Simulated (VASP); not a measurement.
# Bi: single point with BLYP+D3(BJ)

The system is Bi.

```
CELL_PARAMETERS angstrom
-1.96878 1.96878 1.96878
1.96878 -1.96878 1.96878
1.96878 1.96878 -1.96878
ATOMIC_POSITIONS crystal
Bi 0.00000 0.00000 0.00000
```

```yaml
Program: VASP 6.6.1
Task: single point
Functional: BLYP
Dispersion: D3(BJ)
Potentials_or_basis: VASP PAW PBE potentials, release 64 (Bi_d)
Cutoff: 520 eV
k_mesh: 9 × 9 × 9
Occupations: fermi-dirac, width 0.05 eV
Spin: no spin polarisation
Dipole_correction: no
Further_INCAR_settings: ALGO = Normal; EDIFF = 1e-06; NBANDS = 14
```

- Pressure: 0.1 GPa
- Dispersion energy per atom: -1.247 eV

Levels at points of the mesh, in eV from the Fermi level:
| k point | band 5 | band 6 | band 7 | band 8 | band 9 | band 10 |
| --- | --- | --- | --- | --- | --- | --- |
| (0.00, 0.00, 0.00) | -22.90 | -13.74 | 5.02 | 5.02 | 5.02 | 9.74 |

It took 13 s on 1 thread of AMD EPYC 9R45 96-Core Processor (Zen 5), on a shared host, peak memory 0.13 GiB.

Caveat: the PAW data sets were made with another functional, which shifts forces and pressure a little; spin-orbit coupling is left out, which moves the levels of the heavy elements; pairwise dispersion overbinds metals, which lowers pressure and volume.
